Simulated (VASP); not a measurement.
A run of VASP 6.6.1:

File POSCAR:

```
CdS
1.0
    0.0000000000      2.9165000000      2.9165000000
    2.9165000000      0.0000000000      2.9165000000
    2.9165000000      2.9165000000      0.0000000000
Cd S
1 1
Direct
    0.0000000000      0.0000000000      0.0000000000
    0.7500000000      0.7500000000      0.7500000000
```

INCAR.step1

```
ALGO     = Normal         # electronic algorithm
EDIFF    = 1E-5           # SCF threshold, eV
ENCUT    = 520            # plane-wave cutoff, eV
GGA      = PE             # functional
ISIF     = 2              # what is computed and relaxed
ISMEAR   = -1             # smearing method
LASPH    = True           # aspherical terms in the spheres
LCHARG   = False          # write CHGCAR
LREAL    = False          # projectors in reciprocal space
LWAVE    = True           # write WAVECAR
NBANDS   = 16             # bands
NELM     = 100            # most SCF steps
PREC     = Accurate       # precision mode
SIGMA    = 0.05           # smearing width, eV
```

INCAR.step2

```
AEXX     = 0.25           # exact-exchange fraction
ALGO     = Normal         # electronic algorithm
EDIFF    = 1E-6           # SCF threshold, eV
ENCUT    = 520            # plane-wave cutoff, eV
GGA      = PE             # functional
ISIF     = 2              # what is computed and relaxed
ISMEAR   = -1             # smearing method
ISTART   = 1            
LASPH    = True           # aspherical terms in the spheres
LCHARG   = False          # write CHGCAR
LHFCALC  = True           # exact exchange
LREAL    = False          # projectors in reciprocal space
LWAVE    = False          # write WAVECAR
NBANDS   = 16             # bands
NELM     = 100            # most SCF steps
PREC     = Accurate       # precision mode
PRECFOCK = Normal       
SIGMA    = 0.05           # smearing width, eV
```

File KPOINTS:

```
k-points
0
Gamma
  5 5 5
```

Potentials or basis: VASP PAW PBE potentials, release 64 (Cd, S).

Command:

```bash
$ cat potpaw_PBE.64/Cd/POTCAR potpaw_PBE.64/S/POTCAR > POTCAR
$ cp INCAR.step1 INCAR
$ mpirun -np 1 vasp_std > vasp.out
$ cp INCAR.step2 INCAR
$ mpirun -np 1 vasp_std > vasp.out
```

Hardware: 1 thread of AMD EPYC 7R13 (shared host).

Task: How long does it take, and how much memory?

Result: It took 29 min on 1 thread of AMD EPYC 7R13, with other jobs on the host, peak memory 0.16 GiB. Counts: k points 10.
